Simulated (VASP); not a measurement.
# C: single point with BLYP

The system is C.

```
CELL_PARAMETERS angstrom
6.83321 0.00000 0.00000
-3.41660 5.91773 0.00000
0.00000 0.00000 1.30050
ATOMIC_POSITIONS crystal
C 0.00000 0.00000 0.00000
C 0.33333 0.66667 0.50000
C 0.66667 0.33333 0.50000
```

This cell differs from its parent crystal: volume scaled by 1.04.

- Program: VASP 6.6.1
- Task: single point
- Functional: BLYP
- Potentials or basis: VASP PAW PBE potentials, release 64 (C)
- Cutoff: 520 eV
- k mesh: 6 × 6 × 27
- Occupations: fermi-dirac, width 0.1 eV
- Spin: no spin polarisation

```yaml
Pressure: -5.2 GPa
Band_gap_on_the_k_mesh: zero (band 6 reaches 8.23 eV, above the bottom of band 7 at -5.67 eV)
```

Stress tensor (GPa, compression positive):
```
  0.47   0.00   0.00
  0.00   0.47   0.00
  0.00   0.00 -16.43
```

Levels at points of the mesh, in eV from the Fermi level:
| k point | band 5 | band 6 | band 7 | band 8 | band 9 | band 10 |
| --- | --- | --- | --- | --- | --- | --- |
| (0.00, 0.00, 0.00) | -5.48 | -5.48 | -5.48 | -4.84 | -4.84 | 4.06 |
| (0.50, 0.00, 0.00) | -5.39 | -5.39 | -5.03 | -5.01 | -5.01 | 5.72 |

It took 47 s on 1 thread of AMD EPYC 9R14 (Zen 4) (shared host), peak memory 0.16 GiB.

Caveat: the PAW data sets were made with another functional, which shifts forces and pressure a little.
